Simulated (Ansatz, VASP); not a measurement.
# Two plane-wave programs on SiNi2

The input POSCAR:

```
SiNi2
1.0
    3.8695455034      0.0000000000      0.0000000000
   -1.9347727517      3.3511247070      0.0000000000
    0.0000000000      0.0000000000      4.9268111706
Si Ni
2 4
Direct
    0.3333333333      0.6666666667      0.7500000000
    0.6666666667      0.3333333333      0.2500000000
    0.0000000000      0.0000000000      0.0000000000
    0.0000000000      0.0000000000      0.5000000000
    0.3333333333      0.6666666667      0.2500000000
    0.6666666667      0.3333333333      0.7500000000
```

File INCAR.step1:

```
SYSTEM = SiNi2
ALGO = Normal
EDIFF = 1E-4
ENCUT = 520
GGA = PE
ISMEAR = 0
LASPH = .TRUE.
LCHARG = .FALSE.
LREAL = .FALSE.
LWAVE = .TRUE.
NBANDS = 33
NELM = 60
PREC = Accurate
SIGMA = 0.15
```

INCAR.step2

```
SYSTEM = SiNi2
ALGO = Normal
EDIFF = 1E-6
ENCUT = 520
ISIF = 2
ISMEAR = 0
ISTART = 1
LASPH = .TRUE.
LCHARG = .FALSE.
LMIXTAU = .TRUE.
LREAL = .FALSE.
LWAVE = .FALSE.
METAGGA = R2SCAN
NBANDS = 33
NELM = 60
PREC = Accurate
SIGMA = 0.15
```

File KPOINTS:

```
k-points
0
G
  12 12 10
  0 0 0
```

Input for Ansatz:

```yaml
crystal:
  lattice:
    - [3.8695455032, 0.0, 0.0]
    - [-1.9347727516, 3.3511247069, 0.0]
    - [0.0, 0.0, 4.9268111355]
  atoms:
    - { symbol: Si, position: [0.3333333333, 0.6666666667, 0.75] }
    - { symbol: Si, position: [0.6666666667, 0.3333333333, 0.25] }
    - { symbol: Ni, position: [0.0, 0.0, 0.0] }
    - { symbol: Ni, position: [0.0, 0.0, 0.5] }
    - { symbol: Ni, position: [0.3333333333, 0.6666666667, 0.25] }
    - { symbol: Ni, position: [0.6666666667, 0.3333333333, 0.75] }
basis:
  ecutwfc: 500
kpoints:
  mp_grid: { grid: [12, 12, 10] }
hamiltonian:
  xc: r2scan
scf:
  occupations: { method: gaussian, width: 0.15 }
output:
  forces: true
  stress: true
  eigenvalues: true
```

Alike in both runs: task single point; functional r2SCAN; k mesh 12 × 12 × 10; occupations gaussian, width 0.15 eV; no spin polarisation.

```csv
,VASP,Ansatz
version,VASP 6.6.1,Ansatz 0.2.0
potentials or method,"VASP PAW PBE potentials, release 64 (Si, Ni), cutoff 520 eV","scalar-relativistic, plane waves, PAW"
valence electrons in the cell,48,80
```

```tsv
	VASP	Ansatz	Ansatz less VASP
gap on the k mesh at the Fermi level (eV)	none	none	-
pressure (GPa)	0.3	0.0	-0.30
traceless stress, the component that is largest in VASP (GPa)	-0.05	0.00	+0.057
```

VASP's potentials were made for PBE, not for r2SCAN. A gap of «none» marks a metal or a gap that the smearing closes. VASP's potentials hold 48 valence electrons a cell and Ansatz's 80, so a difference there can come from the potentials and not from the codes.
